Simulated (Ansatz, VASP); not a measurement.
Ta4O in VASP and in Ansatz

```xyz
5
Lattice="3.2547 0.0000 0.0000 0.0000 3.2547 0.0000 0.0000 0.0000 7.3954" Properties=species:S:1:pos:R:3 pbc="T T T"
Ta   -0.0897    0.3121    3.8531
Ta    1.6498    1.5493    5.7511
Ta    1.6498    1.5493    1.5666
Ta    0.0224   -0.0780   -0.0388
O     1.6498    1.5493    3.6589
```

Change from the starting cell: atom 1 moved 0.45 Å.

Alike in both runs: task single point; functional PBE; k mesh 10 × 10 × 6; occupations gaussian, width 0.15 eV; no spin polarisation.

|  | VASP | Ansatz |
| --- | --- | --- |
| version | VASP 6.6.1 | Ansatz 0.2.0 |
| potentials or method | VASP PAW PBE potentials, release 64 (Ta_pv, O), cutoff 520 eV | scalar-relativistic, plane waves, PAW |
| valence electrons in the cell | 50 | 58 |

VASP gave:

```
gap on the k mesh at the Fermi level (eV)                     : none
pressure (GPa)                                                : 8.7
traceless stress, the component that is largest in VASP (GPa) : 4.84
rms of the force components (eV/Å)                            : 1.288
```

Task: What did Ansatz give for the same quantities?

Result: gap on the k mesh at the Fermi level (eV): none; pressure (GPa): 8.4; traceless stress, the component that is largest in VASP (GPa): 4.82; rms of the force components (eV/Å): 1.262.

Atom by atom the forces differ by 0.032 eV/Å (rms over components). A gap of «none» marks a metal or a gap that the smearing closes. The functional is the same, so the differences come from potentials, cutoffs and numerics. VASP's potentials hold 50 valence electrons a cell and Ansatz's 58, so a difference there can come from the potentials and not from the codes.

Neither program's run includes spin-orbit coupling.
